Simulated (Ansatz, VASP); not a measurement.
# Rh: VASP beside Ansatz

File INCAR:

```
SYSTEM = Rh
PREC = Accurate
ENCUT = 520
EDIFF = 1E-6
ISMEAR = 0
SIGMA = 0.1
LREAL = .False.
LASPH = .True.
NELM = 100
ALGO = Normal
ISIF = 2
LWAVE = .False.
LCHARG = .False.
GGA = PE
NBANDS = 38
```

File KPOINTS:

```
regular mesh
0
Gamma
  16 16 4
  0 0 0
```

The input POSCAR:

```
Rh
1.0
    2.6492688932      0.0398916553     -0.1076697849
   -1.2900872597      2.3142970965      0.1076604354
   -0.3519228052      0.2031474393      8.6326664116
Rh
4
Direct
    0.0604217024      0.0604217024      0.0000000000
    0.2807148448      0.6578550838      0.2363102244
    0.0010083690      0.0010083690      0.5000000000
    0.6578550838      0.2807148448      0.7636897756
```

Input for Ansatz:

```yaml
crystal:
  lattice:
    - [2.6492688932, 0.0398916553, -0.1076697849]
    - [-1.2900872597, 2.3142970965, 0.1076604354]
    - [-0.3519228052, 0.2031474393, 8.6326664116]
  atoms:
    - { symbol: Rh, position: [0.0604217024, 0.0604217024, 0.0] }
    - { symbol: Rh, position: [0.2807148448, 0.6578550838, 0.2363102244] }
    - { symbol: Rh, position: [0.001008369, 0.001008369, 0.5] }
    - { symbol: Rh, position: [0.6578550838, 0.2807148448, 0.7636897756] }
basis:
  ecutwfc: 420
kpoints:
  mp_grid: { grid: [16, 16, 4] }
hamiltonian:
  xc: pbe
scf:
  occupations: { method: gaussian, width: 0.1 }
output:
  forces: true
  stress: true
  eigenvalues: true
```

Alike in both runs: task single point; functional PBE; k mesh 16 × 16 × 4; occupations gaussian, width 0.1 eV; no spin polarisation.

```csv
,VASP,Ansatz
version,VASP 6.6.1,Ansatz 0.2.0
potentials or method,"VASP PAW PBE potentials, release 64 (Rh_pv), cutoff 520 eV","scalar-relativistic, plane waves, PAW"
valence electrons in the cell,60,68
```

|  | VASP | Ansatz | Ansatz less VASP |
| --- | --- | --- | --- |
| gap on the k mesh at the Fermi level (eV) | none | none | - |
| pressure (GPa) | 23.6 | 23.4 | -0.13 |
| traceless stress, the component that is largest in VASP (GPa) | 13.62 | 13.56 | -0.066 |
| rms of the force components (eV/Å) | 1.295 | 1.286 | -0.0092 |

Atom by atom the forces differ by 0.009 eV/Å (rms over components). A gap of «none» marks a metal or a gap that the smearing closes. The functional is the same, so the differences come from potentials, cutoffs and numerics. VASP's potentials hold 60 valence electrons a cell and Ansatz's 68, so a difference there can come from the potentials and not from the codes. Ansatz's warnings: near symmetry operations not taken.
